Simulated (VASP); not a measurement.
Crystal: SnSe (zincblende type).

```
Sn Se
1.0
     0.00000    3.05467    3.05467
     3.05467    0.00000    3.05467
     3.05467    3.05467    0.00000
Sn Se
1 1
Direct
  0.00000 0.00000 0.00000
  0.25000 0.25000 0.25000
```

```yaml
Program: VASP 6.6.1
Task: relaxation of cell and atoms
Functional: PBEsol
Potentials_or_basis: VASP PAW PBE potentials, release 64 (Sn_d, Se)
Cutoff: 600 eV
k_mesh: 12 × 12 × 12
Occupations: fermi-dirac, width 0.08 eV
Spin: no spin polarisation
```

At the start: pressure 13.0 GPa; volume 28.50 Å³/atom.

**Question.** How do energy, volume and symmetry change on relaxing?

**Answer.** Over 4 steps the energy falls by 274.8 meV/atom and the volume is 36.84 Å³/atom (+29.2 %); space group F-43m (No. 216, to 0.05 Å).

The path:
```tsv
step	energy change (eV)	largest force (eV/Å)	pressure (GPa)	volume (Å³)
1	0.0000	0.0000	12.99	57.01
2	-0.5226	0.0000	-1.76	78.28
3	-0.5494	0.0000	0.15	73.30
4	-0.5496	0.0000	0.02	73.67
```

Final structure:
```
CELL_PARAMETERS angstrom
0.00000 3.32733 3.32733
3.32733 0.00000 3.32733
3.32733 3.32733 0.00000
ATOMIC_POSITIONS crystal
Sn 0.00000 0.00000 0.00000
Se 0.25000 0.25000 0.25000
```

Caveat: the volume moved by over 15 % at a fixed basis, so the end points are rough; the PAW data sets were made with another functional, which shifts forces and pressure a little.
